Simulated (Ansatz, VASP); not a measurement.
# WSe in VASP and in Ansatz

```
CELL_PARAMETERS angstrom
3.54867 0.00000 0.00000
0.00000 3.54867 0.00000
0.00000 0.00000 3.54867
ATOMIC_POSITIONS crystal
W 0.00000 0.00000 0.00000
Se 0.50000 0.50000 0.50000
```

Alike in both runs: functional PBE; k mesh 12 × 12 × 12; occupations gaussian, width 0.1 eV; collinear spin; Hubbard terms W d U = 6.2 eV.

Ansatz relaxed the structure, and its values are those at the end. VASP's run is a single point on that final structure, the one shown.

```csv
,VASP,Ansatz
version,VASP 6.6.1,Ansatz 0.2.0
potentials or method,"VASP PAW PBE potentials, release 64 (W_sv, Se), cutoff 520 eV","scalar-relativistic, plane waves, PAW"
valence electrons in the cell,20,30
```

VASP gave:

| Property | Result |
| --- | --- |
| gap on the k mesh at the Fermi level (eV) | none |
| pressure (GPa) | -15.3 |
| net moment per atom (μB) | 1.31 |
| size of the moment on the site where the two differ most (μB) | 2.37 |

Task: What did Ansatz give for the same quantities?

Result: gap on the k mesh at the Fermi level (eV): none; pressure (GPa): 0.0; net moment per atom (μB): 2.00; size of the moment on the site where the two differ most (μB): 3.56.

The net moments are unlike, so the other rows may belong to different states. Site moments also hang on the region over which each program counts them. The programs project onto different local orbitals, so the same U acts differently, and such runs can settle in different states. A gap of «none» marks a metal or a gap that the smearing closes. VASP's potentials hold 20 valence electrons a cell and Ansatz's 30, so a difference there can come from the potentials and not from the codes. Ansatz's warnings: filled band counts differ across k points.

Spin-orbit coupling is off throughout.
